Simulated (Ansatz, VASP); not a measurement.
**One calculation of RbBr, two programs**

Contents of INCAR:

```
SYSTEM = RbBr
  PREC = Accurate
  ENCUT = 600
  EDIFF = 1E-7
  ISMEAR = -1
  SIGMA = 0.05
  LREAL = .FALSE.
  LASPH = .TRUE.
  NELM = 100
  ALGO = Normal
  ISIF = 3
  LWAVE = .FALSE.
  LCHARG = .FALSE.
  GGA = PS
  IBRION = 2
  NSW = 100
  EDIFFG = -0.002
```

KPOINTS

```
Automatic mesh
0
G
  12 12 12
  0 0 0
```

File POSCAR:

```
RbBr
1.0
    4.1260773000      0.0000000000      0.0000000000
    0.0000000000      4.1260773000      0.0000000000
    0.0000000000      0.0000000000      4.1260773000
Rb Br
1 1
Direct
    0.0000000000      0.0000000000      0.0000000000
    0.5000000000      0.5000000000      0.5000000000
```

Input for Ansatz:

```yaml
crystal:
  lattice:
    - [4.1260773, 0.0, 0.0]
    - [0.0, 4.1260773, 0.0]
    - [0.0, 0.0, 4.1260773]
  atoms:
    - { symbol: Rb, position: [0.0, 0.0, 0.0] }
    - { symbol: Br, position: [0.5, 0.5, 0.5] }
kpoints:
  mp_grid: { grid: [12, 12, 12] }
scf:
  occupations: { method: fermi_dirac, width: 0.05 }
hamiltonian:
  xc: pbesol
  pseudopotentials: { kind: paw }
relax:
  f_tol: 0.002
  max_steps: 80
  cell: {}
output:
  forces: true
  stress: true
  write_density: true
  write_potential: true
  elf: true
  volumetric_format: npy
```

Alike in both runs: task relaxation of cell and atoms; functional PBEsol; k mesh 12 × 12 × 12; occupations fermi-dirac, width 0.05 eV; no spin polarisation.

|  | VASP | Ansatz |
| --- | --- | --- |
| version | VASP 6.6.1 | Ansatz 0.2.0 |
| potentials or method | VASP PAW PBE potentials, release 64 (Rb_sv, Br) | PAW with Ansatz's default frozen-core files, scalar-relativistic |
| plane-wave cutoff (eV) | 600 | 420 |
| valence electrons in the cell | 16 | 16 |

```tsv
	VASP	Ansatz	Ansatz less VASP
gap on the k mesh at the Fermi level, each at its own relaxed structure (eV)	4.02	4.04	+0.019
relaxed volume (Å³/atom)	33.88	33.71	-0.169
relaxed cell length with the largest relative difference (Å)	4.077	4.070	-0.0068
```

VASP's potentials were made for PBE, not for PBEsol.
